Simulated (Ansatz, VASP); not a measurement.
**Two plane-wave programs on Nb3C2**

```
Nb C
1.0
     4.99634    0.00000    0.00000
    -2.49817    4.32696    0.00000
     0.00000    0.00000    4.08213
Nb C
3 2
Direct
  0.50000 0.00000 0.01330
  0.00000 0.50000 0.01330
  0.50000 0.50000 0.01330
  0.00000 0.00000 0.84994
  0.00000 0.00000 0.17667
```

Alike in both runs: functional PBE; k mesh 6 × 6 × 4; occupations gaussian, width 0.1 eV; no spin polarisation.

Ansatz relaxed the structure, and its values are those at the end. VASP's run is a single point on that final structure, the one shown.

```csv
,VASP,Ansatz
version,VASP 6.6.1,Ansatz 0.2.0
potentials or method,"VASP PAW PBE potentials, release 64 (Nb_sv, C), cutoff 520 eV","scalar-relativistic, plane waves, PAW"
valence electrons in the cell,47,47
```

```tsv
	VASP	Ansatz	Ansatz less VASP
gap on the k mesh at the Fermi level (eV)	none	none	-
pressure (GPa)	0.0	0.0	+0.02
rms of the force components (eV/Å)	0.037	0.000	-0.0371
```

A gap of «none» marks a metal or a gap that the smearing closes. With one functional, cell and mesh, what is left measures potentials, basis and numerics.

The k mesh is coarse, so the values compare programs but aren't converged.
